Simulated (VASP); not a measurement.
# Pd (Fd-3m) in VASP: notebook

Runs on Pd. Level: BLYP. Tasks: single point.

All numbers are computed with VASP 6.6.1; they aren't measurements. Logs are shortened: lines on timing, memory, paths and dates and some standing lists are left out, and cuts for length are marked.

## Step 1: The cell of the first run

The structure is cubic, space group Fd-3m (No. 227). The conventional cell has a = 5.686 Å, b = 5.686 Å, c = 5.686 Å, α = 90.00°, β = 90.00°, γ = 90.00°. Pd (site symmetry -43m) has 4 Pd at 2.46 Å within 3.3 Å.

## Step 2: Single point, BLYP (volume scaled by 0.88)

File INCAR:

```
  AGGAC = 1.0
  AGGAX = 1.0
  ALDAC = 0.0
  ALDAX = 1.0
  ALGO = Normal
  EDIFF = 1E-6
  ENCUT = 520
  GGA = B5
  ISIF = 2
  ISMEAR = -1
  LASPH = T
  LCHARG = F
  LREAL = F
  LWAVE = F
  NBANDS = 17
  NELM = 100
  PREC = Accurate
  SIGMA = 0.1
```

File KPOINTS:

```
k-points
0
Gamma
  10 10 10
```

File POSCAR:

```
Pd
1.0
    0.0000000000      2.8431660493      2.8431660493
    2.8431660493      0.0000000000      2.8431660493
    2.8431660493      2.8431660493      0.0000000000
Pd
2
Direct
    0.1250000000      0.1250000000      0.1250000000
    0.8750000000      0.8750000000      0.8750000000
```

Potentials or basis: VASP PAW PBE potentials, release 64 (Pd).

Launch:

```bash
$ cat potpaw_PBE.64/Pd/POTCAR > POTCAR
$ mpirun -np 1 vasp_std > vasp.out
```

OUTCAR:

```text
EDIFF = 1E-6
   ENCUT = 520
   GGA = B5
   ISIF = 2
   ISMEAR = -1
   LASPH = T
   LREAL = F
   NELM = 100
   PREC = Accurate

 ion  position               nearest neighbor table
   1  0.125  0.125  0.125-   2 2.46   2 2.46   2 2.46   2 2.46
   2  0.875  0.875  0.875-   1 2.46   1 2.46   1 2.46   1 2.46

  LATTYP: Found a face centered cubic cell.
 ALAT       =     5.6863320986

  Lattice vectors:

 A1 = (   0.0000000000,   2.8431660493,   2.8431660493)
 A2 = (   2.8431660493,   0.0000000000,   2.8431660493)
 A3 = (   2.8431660493,   2.8431660493,   0.0000000000)

Analysis of symmetry for initial positions (statically):
[... 6 lines left out ...]

 Subroutine GETGRP returns: Found 48 space group operations
 (whereof 12 operations were pure point group operations)
 out of a pool of 48 trial point group operations.

The static configuration has the point symmetry D_3d.
 The point group associated with its full space group is O_h .

Analysis of symmetry for dynamics (positions and initial velocities):
[... 6 lines left out ...]

 Subroutine GETGRP returns: Found 48 space group operations
 (whereof 12 operations were pure point group operations)
 out of a pool of 48 trial point group operations.

The dynamic configuration has the point symmetry D_3d.
 The point group associated with its full space group is O_h .

 Subroutine INISYM returns: Found 48 space group operations
 (whereof 12 operations are pure point group operations),
 and found     1 'primitive' translations

----------------------------------------------------------------------------------------

                                     Primitive cell

  volume of cell :      45.9660

  direct lattice vectors                    reciprocal lattice vectors
     0.000000000  2.843166049  2.843166049    -0.175860288  0.175860288  0.175860288
     2.843166049  0.000000000  2.843166049     0.175860288 -0.175860288  0.175860288
     2.843166049  2.843166049  0.000000000     0.175860288  0.175860288 -0.175860288

  length of vectors
     4.020843987  4.020843987  4.020843987     0.304598954  0.304598954  0.304598954

  position of ions in fractional coordinates (direct lattice)
     0.125000000  0.125000000  0.125000000
     0.875000000  0.875000000  0.875000000

  ion indices of the primitive-cell ions
   primitive index   ion index
                 1           1
                 2           2

----------------------------------------------------------------------------------------

 KPOINTS: k-points

Automatic generation of k-mesh.
 Grid dimensions read from file:
 generate k-points for:   10   10   10

 Generating k-lattice:

  Cartesian coordinates                     Fractional coordinates (reciprocal lattice)
    -0.017586029  0.017586029  0.017586029     0.100000000  0.000000000  0.000000000
     0.017586029 -0.017586029  0.017586029     0.000000000  0.100000000  0.000000000
     0.017586029  0.017586029 -0.017586029     0.000000000  0.000000000  0.100000000

  Length of vectors
     0.030459895  0.030459895  0.030459895

  Shift w.r.t. Gamma in fractional coordinates (k-lattice)
     0.000000000  0.000000000  0.000000000

 Subroutine IBZKPT returns following result:
 ===========================================

 Found     47 irreducible k-points:

 Following reciprocal coordinates:
            Coordinates               Weight
  0.000000  0.000000  0.000000      1.000000
  0.100000  0.000000  0.000000      8.000000
  0.200000  0.000000  0.000000      8.000000
  0.300000  0.000000  0.000000      8.000000
  0.400000  0.000000  0.000000      8.000000
  0.500000  0.000000  0.000000      4.000000
[... 16 lines left out ...]
  0.300000  0.300000  0.000000      6.000000
  0.400000  0.300000  0.000000     24.000000
 [... further k-points ...]
   k-points           NKPTS =     47   k-points in BZ     NKDIM =     47   number of bands    NBANDS=     17
   number of dos      NEDOS =    301   number of ions     NIONS =      2
   total plane-waves  NPLWV =  27000
   dimension x,y,z NGX =    30 NGY =   30 NGZ =   30
   dimension x,y,z NGXF=    60 NGYF=   60 NGZF=   60
   ions per type =               2
   NGX,Y,Z   is equivalent  to a cutoff of  12.40, 12.40, 12.40 a.u.
   NGXF,Y,Z  is equivalent  to a cutoff of  24.81, 24.81, 24.81 a.u.
 SYSTEM =  unknown system
   PREC   = accura    normal or accurate (medium, high low for compatibility)
   ISTART =      0    job   : 0-new  1-cont  2-samecut
   ICHARG =      2    charge: 1-file 2-atom 10-const
   ISPIN  =      1    spin polarized calculation?
   LNONCOLLINEAR =      F non collinear calculations
   LSORBIT =      F    spin-orbit coupling
   LASPH  =      T    aspherical Exc in radial PAW
   ENCUT  =  520.0 eV  38.22 Ry    6.18 a.u.   7.48  7.48  7.48*2*pi/ulx,y,z
   NELM   =    100;   NELMIN=  2; NELMDL= -5     # of ELM steps
   EDIFF  = 0.1E-05   stopping-criterion for ELM
   LREAL  =      F    real-space projection
   EDIFFG = 0.1E-04   stopping-criterion for IOM
   NSW    =      0    number of steps for IOM
   IBRION =     -1    ionic relax: 0-MD 1-quasi-New 2-CG
   NFREE  =      0    steps in history (QN), initial steepest desc. (CG)
   ISIF   =      2    stress and relaxation
   ISYM   =      2    0-nonsym 1-usesym 2-fastsym
   POTIM  = 0.5000    time-step for ionic-motion
   TEBEG  =    0.0;   TEEND  =   0.0 temperature during run
   PSTRESS=    0.0 pullay stress
   NELECT =      20.0000    total number of electrons
   NUPDOWN=      -1.0000    fix difference up-down
   EMIN   =  10.00;   EMAX   =-10.00  energy-range for DOS
   EFERMI =   0.00;   METHOD = LEGACY
   ISMEAR =    -1;   SIGMA  =   0.10  broadening in eV -4-tet -1-fermi 0-gaus
   EFERMI_NEDOS =   21; number of points for ismear=-14 and -15
   IALGO  =     38    algorithm
   IMIX   =      4    mixing-type and parameters
     AMIX     =   0.40;   BMIX     =  1.00
     AMIX_MAG =   1.60;   BMIX_MAG =  1.00
  volume/ion in A,a.u.               =      22.98       155.10
  Fermi-wavevector in a.u.,A,eV,Ry     =   1.240526  2.344255 20.938077  1.538905
  Thomas-Fermi vector in A             =   2.374963
   LORBIT       =      0    0 simple, 1 ext, 2 COOP (PROOUT), +10 PAW based schemes
   GGA     = B5    functional components
   LHFCALC =     F    Hartree Fock is set to
   AEXX    =    0.0000 exact exchange contribution
   IVDW    =     0    specifies the selected vdW correction
   LEPSILON=     F    determine dielectric tensor
   LRPA    =     F    only Hartree local field effects (RPA)
 non-spin polarized calculation
  energy-cutoff  :      520.00
  volume of cell :       45.97
 maximum number of plane-waves:      1266
 NGX is ok and might be reduce to    30
   NGX = 15   NGY = 15   NGZ = 15

 number of electron      19.9999996 magnetization

 Free energy of the ion-electron system (eV)
  ---------------------------------------------------
  ext. energy  EPLUGINS =         0.00000000
  ---------------------------------------------------
  free energy    TOTEN  =        -7.13183950 eV

  energy without entropy =       -6.96354544  energy(sigma->0) =       -7.04769247

 E-fermi :   5.0470     XC(G=0):  -9.6873

 val. band max:        5.0445262823   @ k =  -0.2000   0.2000   0.0000
 cond. band min:       5.0493172508   @ k =   0.5000   0.2000   0.1000
 fundamental gap:      0.0047909685
 Fermi energy:         5.0470087039

 k-point     1 :       0.0000    0.0000    0.0000
  band No.  band energies     occupation
      1       0.2963      2.00000
      2       1.4121      2.00000
      3       1.4121      2.00000
      4       1.5968      2.00000
      5       1.5968      2.00000
      6       1.5968      2.00000
[... 9 lines left out ...]
     16      17.5171      0.00000
     17      17.5172      0.00000

 k-point     2 :       0.1000    0.0000    0.0000
  band No.  band energies     occupation
      1       0.4453      2.00000
      2       1.3213      2.00000
      3       1.3213      2.00000
      4       1.5994      2.00000
      5       1.7276      2.00000
      6       1.7276      2.00000
[... 9 lines left out ...]
     16      18.3791      0.00000
     17      18.4828      0.00000

 k-point     3 :       0.2000    0.0000    0.0000
  band No.  band energies     occupation
      1       0.8434      2.00000
      2       1.2512      2.00000
      3       1.2512      2.00000
      4       1.6277      2.00000
      5       1.8790      2.00000
      6       1.8790      2.00000
[... 9 lines left out ...]
     16      18.7348      0.00000
     17      18.8060      0.00000

 k-point     4 :       0.3000    0.0000    0.0000
  band No.  band energies     occupation
      1       1.2686      2.00000
      2       1.2694      2.00000
      3       1.2694      2.00000
      4       1.7457      2.00000
      5       1.9028      2.00000
      6       1.9028      2.00000
[... 9 lines left out ...]
     16      18.4076      0.00000
     17      18.4077      0.00000

 k-point     5 :       0.4000    0.0000    0.0000
  band No.  band energies     occupation
      1       1.3683      2.00000
      2       1.3683      2.00000
      3       1.4681      2.00000
      4       1.7906      2.00000
      5       1.7906      2.00000
      6       1.8598      2.00000
[... 9 lines left out ...]
     16      18.1319      0.00000
     17      18.1319      0.00000

 k-point     6 :       0.5000    0.0000    0.0000
  band No.  band energies     occupation
      1       1.4645      2.00000
      2       1.4645      2.00000
      3       1.5336      2.00000
      4       1.6803      2.00000
      5       1.6803      2.00000
      6       1.8541      2.00000
[... 9 lines left out ...]
     16      18.0366      0.00000
     17      18.0366      0.00000
[... 281 lines left out ...]
 k-point    21 :      -0.3000    0.2000    0.0000
  band No.  band energies     occupation
      1       1.1142      2.00000
      2       1.1398      2.00000
      3       1.6598      2.00000
      4       1.8268      2.00000
      5       2.0354      2.00000
      6       2.3748      2.00000
[... 9 lines left out ...]
     16      19.4059      0.00000
     17      19.4140      0.00000

 k-point    22 :      -0.2000    0.2000    0.0000
  band No.  band energies     occupation
      1       1.0815      2.00000
      2       1.2117      2.00000
      3       1.5814      2.00000
      4       1.7624      2.00000
      5       1.7996      2.00000
      6       2.3094      2.00000
[... 9 lines left out ...]
     16      19.1047      0.00000
     17      19.1572      0.00000

 k-point    23 :       0.3000    0.3000    0.0000
  band No.  band energies     occupation
      1       0.8806      2.00000
      2       1.5328      2.00000
      3       1.5328      2.00000
      4       1.9125      2.00000
      5       2.0768      2.00000
      6       2.1457      2.00000
[... 9 lines left out ...]
     16      15.4214      0.00000
     17      22.0612      0.00000

 k-point    24 :       0.4000    0.3000    0.0000
  band No.  band energies     occupation
      1       0.8946      2.00000
      2       1.4297      2.00000
      3       1.5012      2.00000
      4       1.9493      2.00000
      5       2.2645      2.00000
      6       2.4409      2.00000
[... 9 lines left out ...]
     16      15.9958      0.00000
     17      22.3082      0.00000

 [... further k-points ...]
[... 5 lines left out ...]
  --------------------------------------------------------------------------------------
  -------------------------------------------------------------------------------------
  Total        2.8414990      2.8414990      2.8414990      0.0000000     -0.0000000      0.0000000
  in kB       99.0424619     99.0424619     99.0424619      0.0000000     -0.0000000      0.0000000
  external PRESSURE =      99.0424619 kB  Pullay stress =       0.0000000 kB

 VOLUME and BASIS-vectors are now :
 -----------------------------------------------------------------------------
  energy-cutoff  :      520.00
  volume of cell :       45.97
      direct lattice vectors                 reciprocal lattice vectors
     0.000000000  2.843166049  2.843166049    -0.175860288  0.175860288  0.175860288
     2.843166049  0.000000000  2.843166049     0.175860288 -0.175860288  0.175860288
     2.843166049  2.843166049  0.000000000     0.175860288  0.175860288 -0.175860288

 POSITION                                       TOTAL-FORCE (eV/Angst)
 -----------------------------------------------------------------------------------
      0.71079      0.71079      0.71079         0.000000     -0.000000     -0.000000
      4.97554      4.97554      4.97554        -0.000000      0.000000      0.000000
 -----------------------------------------------------------------------------------
    total drift:                               -0.000000      0.000000      0.000000

  FREE ENERGIE OF THE ION-ELECTRON SYSTEM (eV)
  ---------------------------------------------------
  free  energy   TOTEN  =        -7.1318395044 eV

  energy  without entropy=       -6.9635454409  energy(sigma->0) =       -7.04769247
```

It took 24 s on 1 thread of AMD EPYC 9R45 (Zen 5), shared host; peak memory 0.15 GiB.

What came out:

- Free energy: -7.1318 eV
- Pressure: 9.9 GPa
- Band gap on the k mesh: zero (band 10 reaches 5.11 eV, above the bottom of band 11 at 4.72 eV)

Levels at points of the mesh, in eV from the Fermi level:
```
           k point  band 7  band 8  band 9  band 10  band 11  band 12  band 13  band 14
(0.00, 0.00, 0.00)   -1.46   -1.46   -1.46    -0.19    -0.19    12.11    12.11    12.11
(0.50, 0.00, 0.00)   -1.11   -1.11   -0.38    -0.38    -0.03     1.33     8.76     8.76
(0.50, 0.50, 0.00)   -1.98   -1.98   -0.19    -0.19     2.01     2.01     4.91     4.91
```

Caveat: the PAW data sets were made with another functional, which shifts forces and pressure a little.

## Step 3: Single point, BLYP (volume scaled by 0.92)

File INCAR:

```
SYSTEM = Pd
PREC = Accurate ; ENCUT = 520
EDIFF = 1E-6 ; ISMEAR = -1
SIGMA = 0.1 ; LREAL = .FALSE.
LASPH = .TRUE. ; NELM = 60
ALGO = Normal ; ISIF = 2
LWAVE = .FALSE. ; LCHARG = .FALSE.
GGA = B5 ; ALDAX = 1.0
AGGAX = 1.0 ; AGGAC = 1.0
ALDAC = 0.0 ; NBANDS = 17
```

File KPOINTS:

```
regular mesh
0
G
  10 10 10
  0 0 0
```

File POSCAR:

```
Pd
1.0
    0.0000000000      2.8856076206      2.8856076206
    2.8856076206      0.0000000000      2.8856076206
    2.8856076206      2.8856076206      0.0000000000
Pd
2
Direct
    0.1250000000      0.1250000000      0.1250000000
    0.8750000000      0.8750000000      0.8750000000
```

Potentials or basis: VASP PAW PBE potentials, release 64 (Pd).

Launch:

```bash
$ cat potpaw_PBE.64/Pd/POTCAR > POTCAR
$ mpirun -np 1 vasp_std > vasp.out
```

Wall time 24 s (1 thread of AMD EPYC 9R45 (Zen 5), shared host); peak memory 0.15 GiB.

Results (log left out):

```yaml
Free_energy: -7.2336 eV
Pressure: 5.8 GPa
Band_gap_on_the_k_mesh: zero (band 10 reaches 4.61 eV, above the bottom of band 11 at 4.25 eV)
```

Levels at points of the mesh, in eV from the Fermi level:
```csv
k point,band 6,band 7,band 8,band 9,band 10,band 11,band 12,band 13,band 14,band 15
"(0.00, 0.00, 0.00)",-3.25,-1.37,-1.37,-1.37,-0.19,-0.19,11.74,11.74,11.74,12.13
"(0.50, 0.00, 0.00)",-3.03,-1.04,-1.04,-0.36,-0.36,0.09,1.27,8.52,8.52,10.92
"(0.50, 0.50, 0.00)",-1.91,-1.85,-1.85,-0.18,-0.18,1.96,1.96,4.87,4.87,9.73
```

Caveat: the PAW data sets were made with another functional, which shifts forces and pressure a little.
